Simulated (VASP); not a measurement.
# Ag (Fm-3m) in VASP: a series of runs

The runs below take Ag through single point, with PBE.

All numbers are computed with VASP 6.6.1; they aren't measurements. Logs are shortened: lines on timing, memory, paths and dates and some standing lists are left out, and cuts for length are marked.

### 1 The cell of the first run

The structure is cubic, space group Fm-3m (No. 225). Conventional cell: a = 3.894 Å, b = 3.894 Å, c = 3.894 Å, α = 90.00°, β = 90.00°, γ = 90.00°. Within 3.6 Å of Ag (site symmetry m-3m) lie 12 Ag at 2.75 Å.

### 2 Single point, PBE

Input file INCAR:

```
PREC     = Accurate       # precision mode
ENCUT    = 500            # plane-wave cutoff, eV
EDIFF    = 1E-6           # SCF threshold, eV
ISMEAR   = -1             # smearing method
SIGMA    = 0.05           # smearing width, eV
LREAL    = F              # projectors in reciprocal space
LASPH    = T              # aspherical terms in the spheres
NELM     = 120            # most SCF steps
ALGO     = Normal         # electronic algorithm
ISIF     = 2              # what is computed and relaxed
LWAVE    = F              # write WAVECAR
LCHARG   = F              # write CHGCAR
GGA      = PE             # functional
NBANDS   = 12             # bands
GGA_COMPAT= F
```

Input file KPOINTS:

```
regular mesh
0
Gamma
  10 10 10
```

Input file POSCAR:

```
Ag
1.0
    0.0000000000      1.9472118429      1.9472118429
    1.9472118429      0.0000000000      1.9472118429
    1.9472118429      1.9472118429      0.0000000000
Ag
1
Direct
    0.0000000000      0.0000000000      0.0000000000
```

Potentials or basis: VASP PAW PBE potentials, release 64 (Ag).

The run is started by

```console
> cat potpaw_PBE.64/Ag/POTCAR > POTCAR
> mpirun -np 1 vasp_std > vasp.out
```

OUTCAR:

```text
PREC = Accurate
   ENCUT = 500
   EDIFF = 1E-6
   ISMEAR = -1
   LREAL = F
   LASPH = T
   NELM = 120
   ISIF = 2
   GGA = PE

 ion  position               nearest neighbor table
   1  0.000  0.000  0.000-

  LATTYP: Found a face centered cubic cell.
 ALAT       =     3.8944236858

  Lattice vectors:

 A1 = (   0.0000000000,   1.9472118429,   1.9472118429)
 A2 = (   1.9472118429,   0.0000000000,   1.9472118429)
 A3 = (   1.9472118429,   1.9472118429,   0.0000000000)

Analysis of symmetry for initial positions (statically):
=====================================================================
 Subroutine PRICEL returns:
 Original cell was already a primitive cell.

 Routine SETGRP: Setting up the symmetry group for a
 face centered cubic supercell.

 Subroutine GETGRP returns: Found 48 space group operations
 (whereof 48 operations were pure point group operations)
 out of a pool of 48 trial point group operations.

The static configuration has the point symmetry O_h .

Analysis of symmetry for dynamics (positions and initial velocities):
=====================================================================
 Subroutine PRICEL returns:
 Original cell was already a primitive cell.

 Routine SETGRP: Setting up the symmetry group for a
 face centered cubic supercell.

 Subroutine GETGRP returns: Found 48 space group operations
 (whereof 48 operations were pure point group operations)
 out of a pool of 48 trial point group operations.

The dynamic configuration has the point symmetry O_h .

 Subroutine INISYM returns: Found 48 space group operations
 (whereof 48 operations are pure point group operations),
 and found     1 'primitive' translations

----------------------------------------------------------------------------------------

                                     Primitive cell

  volume of cell :      14.7662

  direct lattice vectors                    reciprocal lattice vectors
     0.000000000  1.947211843  1.947211843    -0.256777403  0.256777403  0.256777403
     1.947211843  0.000000000  1.947211843     0.256777403 -0.256777403  0.256777403
     1.947211843  1.947211843  0.000000000     0.256777403  0.256777403 -0.256777403

  length of vectors
     2.753773397  2.753773397  2.753773397     0.444751508  0.444751508  0.444751508

  position of ions in fractional coordinates (direct lattice)
     0.000000000  0.000000000  0.000000000

  ion indices of the primitive-cell ions
   primitive index   ion index
                 1           1

[... 79 lines left out ...]
   POTIM  = 0.5000    time-step for ionic-motion
   TEBEG  =    0.0;   TEEND  =   0.0 temperature during run
   PSTRESS=    0.0 pullay stress
   NELECT =      11.0000    total number of electrons
   NUPDOWN=      -1.0000    fix difference up-down
   EMIN   =  10.00;   EMAX   =-10.00  energy-range for DOS
   EFERMI =   0.00;   METHOD = LEGACY
   ISMEAR =    -1;   SIGMA  =   0.05  broadening in eV -4-tet -1-fermi 0-gaus
   EFERMI_NEDOS =   21; number of points for ismear=-14 and -15
   IALGO  =     38    algorithm
   IMIX   =      4    mixing-type and parameters
     AMIX     =   0.40;   BMIX     =  1.00
     AMIX_MAG =   1.60;   BMIX_MAG =  1.00
  volume/ion in A,a.u.               =      14.77        99.65
  Fermi-wavevector in a.u.,A,eV,Ry     =   1.484052  2.804452 29.965622  2.202411
  Thomas-Fermi vector in A             =   2.597637
   LORBIT       =      0    0 simple, 1 ext, 2 COOP (PROOUT), +10 PAW based schemes
   GGA     = PE    functional components
   LHFCALC =     F    Hartree Fock is set to
   AEXX    =    0.0000 exact exchange contribution
   IVDW    =     0    specifies the selected vdW correction
   LEPSILON=     F    determine dielectric tensor
   LRPA    =     F    only Hartree local field effects (RPA)
 non-spin polarized calculation
  energy-cutoff  :      500.00
  volume of cell :       14.77
 maximum number of plane-waves:       388
   NGX =  9   NGY =  9   NGZ =  9

 number of electron      11.0000002 magnetization

 Free energy of the ion-electron system (eV)
  ---------------------------------------------------
  ext. energy  EPLUGINS =         0.00000000
  ---------------------------------------------------
  free energy    TOTEN  =        -2.47246183 eV

  energy without entropy =       -2.46956398  energy(sigma->0) =       -2.47101291

 E-fermi :  10.5482     XC(G=0): -13.0912

 val. band max:       10.3977117059   @ k =   0.5000   0.2000   0.1000
 cond. band min:      10.5722660761   @ k =   0.5000   0.1000   0.0000
 fundamental gap:      0.1745543702
 Fermi energy:        10.5482310143

 k-point     1 :       0.0000    0.0000    0.0000
  band No.  band energies     occupation
      1       1.7100      2.00000
      2       5.2108      2.00000
      3       5.2108      2.00000
      4       5.2108      2.00000
      5       6.5439      2.00000
      6       6.5439      2.00000
      7      26.8557      0.00000
      8      31.2958      0.00000
      9      31.2958      0.00000
     10      31.2958      0.00000
     11      36.5058      0.00000
     12      38.7736      0.00000
[... 331 lines left out ...]
 k-point    24 :       0.4000    0.3000    0.0000
  band No.  band energies     occupation
      1       3.6212      2.00000
      2       3.7965      2.00000
      3       6.5695      2.00000
      4       6.8123      2.00000
      5       7.5056      2.00000
      6       9.2570      2.00000
      7      22.1575      0.00000
      8      23.4964      0.00000
      9      24.2243      0.00000
     10      29.2172      0.00000
     11      31.6197      0.00000
     12      40.7781      0.00000

 [... further k-points ...]

------------------------ aborting loop because EDIFF is reached ----------------------------------------

  FORCE on cell =-STRESS in cart. coord.  units (eV):
  Direction    XX          YY          ZZ          XY          YZ          ZX
  --------------------------------------------------------------------------------------
  -------------------------------------------------------------------------------------
  Total        2.7325540      2.7325540      2.7325540     -0.0000000     -0.0000000     -0.0000000
  in kB      296.4897828    296.4897828    296.4897828     -0.0000000     -0.0000000     -0.0000000
  external PRESSURE =     296.4897828 kB  Pullay stress =       0.0000000 kB

 VOLUME and BASIS-vectors are now :
 -----------------------------------------------------------------------------
  energy-cutoff  :      500.00
  volume of cell :       14.77
      direct lattice vectors                 reciprocal lattice vectors
     0.000000000  1.947211843  1.947211843    -0.256777403  0.256777403  0.256777403
     1.947211843  0.000000000  1.947211843     0.256777403 -0.256777403  0.256777403
     1.947211843  1.947211843  0.000000000     0.256777403  0.256777403 -0.256777403

 POSITION                                       TOTAL-FORCE (eV/Angst)
 -----------------------------------------------------------------------------------
      0.00000      0.00000      0.00000        -0.000000     -0.000000     -0.000000
 -----------------------------------------------------------------------------------
    total drift:                               -0.000000     -0.000000     -0.000000

  FREE ENERGIE OF THE ION-ELECTRON SYSTEM (eV)
  ---------------------------------------------------
  free  energy   TOTEN  =        -2.4724618283 eV

  energy  without entropy=       -2.4695639820  energy(sigma->0) =       -2.47101291
```

stdout:

```text
POSCAR found type information on POSCAR Ag
 POSCAR found :  1 types and       1 ions
 scaLAPACK will be used
 LDA part: xc-table for (Slater+PW92), standard interpolation
 POSCAR, INCAR and KPOINTS ok, starting setup
 FFT: planning ... GRIDC
 FFT: planning ... GRID_SOFT
 FFT: planning ... GRID
 WAVECAR not read
 entering main loop
```

Wall time 3.7 s (1 thread of AMD EPYC 9R45 (Zen 5), shared host); peak memory 0.1 GiB.

Results:

* Free energy: -2.4725 eV
* Pressure: 29.6 GPa
* Band gap on the k mesh: zero (an odd number of electrons rules out a gap without spin polarisation)

Levels at points of the mesh, in eV from the Fermi level:
```csv
k point,band 3,band 4,band 5,band 6,band 7,band 8,band 9,band 10
"(0.00, 0.00, 0.00)",-5.34,-5.34,-4.00,-4.00,16.31,20.75,20.75,20.75
"(0.50, 0.00, 0.00)",-5.37,-2.98,-2.98,-0.76,4.54,15.56,19.42,19.42
"(0.50, 0.50, 0.00)",-3.02,-2.72,-2.72,1.53,8.01,11.46,11.46,19.08
```

Caveat: the cell stands under pressure.

### 3 Single point, PBE

This run uses another cell than the first one, of 13.98 Å³/atom.

Input file INCAR:

```
SYSTEM = Ag
PREC = Accurate ; ENCUT = 500
EDIFF = 1E-6 ; ISMEAR = -1
SIGMA = 0.05 ; LREAL = .FALSE.
LASPH = .TRUE. ; NELM = 120
ALGO = Normal ; ISIF = 2
LWAVE = .FALSE. ; LCHARG = .FALSE.
GGA = PE ; NBANDS = 12
GGA_COMPAT = .FALSE.
```

Input file KPOINTS:

```
regular mesh
0
G
  10 10 10
  0 0 0
```

Input file POSCAR:

```
Ag
1.0
    0.0000000000      1.9119043317      1.9119043317
    1.9119043317      0.0000000000      1.9119043317
    1.9119043317      1.9119043317      0.0000000000
Ag
1
Direct
    0.0000000000      0.0000000000      0.0000000000
```

Potentials or basis: VASP PAW PBE potentials, release 64 (Ag).

The run is started by

```console
> cat potpaw_PBE.64/Ag/POTCAR > POTCAR
> mpirun -np 1 vasp_std > vasp.out
```

Run time: 3.7 s. Hardware: 1 thread of AMD EPYC 9R45 (Zen 5), shared host; peak memory 0.09 GiB.

Results (log left out):

- Free energy: -2.2914 eV
- Pressure: 44.5 GPa
- Band gap on the k mesh: zero (an odd number of electrons rules out a gap without spin polarisation)

Levels at points of the mesh, in eV from the Fermi level:
| k point | band 3 | band 4 | band 5 | band 6 | band 7 | band 8 | band 9 | band 10 |
| --- | --- | --- | --- | --- | --- | --- | --- | --- |
| (0.00, 0.00, 0.00) | -5.59 | -5.59 | -4.13 | -4.13 | 16.35 | 21.13 | 21.13 | 21.13 |
| (0.50, 0.00, 0.00) | -5.64 | -3.01 | -3.01 | -0.92 | 4.93 | 15.62 | 19.99 | 19.99 |
| (0.50, 0.50, 0.00) | -3.05 | -2.71 | -2.71 | 1.48 | 8.54 | 11.75 | 11.75 | 19.86 |

Caveat: the cell stands under pressure.
